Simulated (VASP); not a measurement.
Write the native input for VASP 6.6.1 that does the following.

```
Task                   : single point
Functional             : revPBE
Potentials or basis    : VASP PAW PBE potentials, release 64 (Mg)
Cutoff                 : 520 eV
k mesh                 : 10 × 10 × 5
Occupations            : fermi-dirac, width 0.05 eV
Spin                   : no spin polarisation
Dipole correction      : no
Further INCAR settings : ALGO = Fast; EDIFF = 1e-06; NBANDS = 9
```

The structure of Mg lies in POSCAR:

```
Mg
1.0
    3.1877604248      0.0000000000      0.0000000000
   -1.5938802124      2.7606815091      0.0000000000
    0.0000000000      0.0000000000      5.1753304900
Mg
2
Direct
    0.6666666667      0.3333333333      0.7500000000
    0.3333333333      0.6666666667      0.2500000000
```

These files were run (other wordings do the same):

INCAR

```
SYSTEM = Mg
PREC = Accurate
ENCUT = 520
EDIFF = 1E-6
ISMEAR = -1
SIGMA = 0.05
LREAL = .False.
LASPH = .True.
NELM = 80
ALGO = Fast
ISIF = 2
LWAVE = .False.
LCHARG = .True.
GGA = RE
LELF = .True.
LVHAR = .True.
NBANDS = 9
```

KPOINTS

```
regular mesh
0
Gamma
  10 10 5
  0 0 0
```

Potentials or basis: VASP PAW PBE potentials, release 64 (Mg).

Run with:

```bash
$ cat potpaw_PBE.64/Mg/POTCAR > POTCAR
$ mpirun -np 1 vasp_std > vasp.out
```

Results of the run:

The pressure is 1.1 GPa and the band gap on the k mesh is zero (band 2 reaches 3.40 eV, above the bottom of band 3 at 1.55 eV).

Caveat: the PAW data sets were made with another functional, which shifts forces and pressure a little.

Wall time 5.4 s on 1 thread of Intel(R) Xeon(R) 6975P-C (Granite Rapids), with other jobs on the host, peak memory 0.15 GiB.
